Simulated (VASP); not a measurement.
NbRu, 2 atoms in the cell. The structure is tetragonal, space group P4/mmm (No. 123). Conventional cell: a = 3.025 Å, b = 3.025 Å, c = 3.184 Å, α = 90.00°, β = 90.00°, γ = 90.00°. Nb (site symmetry 4/mmm) has 8 Ru at 2.67 Å and 6 Nb at 3.02 to 3.18 Å within 3.5 Å. Within 3.5 Å of Ru (site symmetry 4/mmm) lie 8 Nb at 2.67 Å and 6 Ru at 3.02 to 3.18 Å.  This cell differs from its parent crystal: strain -0.050 along x and y, +0.000 along z.

- Program: VASP 6.6.1
- Task: single point
- Functional: r2SCAN
- Potentials or basis: VASP PAW PBE potentials, release 64 (Nb_sv, Ru_pv)
- Cutoff: 520 eV
- k mesh: 16 × 16 × 16
- Occupations: gaussian, width 0.15 eV
- Spin: no spin polarisation
- Dipole correction: no
- Further INCAR settings: ALGO = Normal; EDIFF = 1e-06; NBANDS = 20

Potentials or basis: VASP PAW PBE potentials, release 64 (Nb_sv, Ru_pv).

Command:

```console
$ cat potpaw_PBE.64/Nb_sv/POTCAR potpaw_PBE.64/Ru_pv/POTCAR > POTCAR
$ cp INCAR.step1 INCAR
$ mpirun -np 1 vasp_std > vasp.out
$ cp INCAR.step2 INCAR
$ mpirun -np 1 vasp_std > vasp.out
```

Hardware: 1 thread of Oxide Virtual Turin-like Processor, with other jobs on the host.

Problem. Estimate the wall time of this run.

Solution. Run time: 7.3 min on 1 thread of Oxide Virtual Turin-like Processor, with other jobs on the host, peak memory 0.31 GiB. Counts: k points 405.
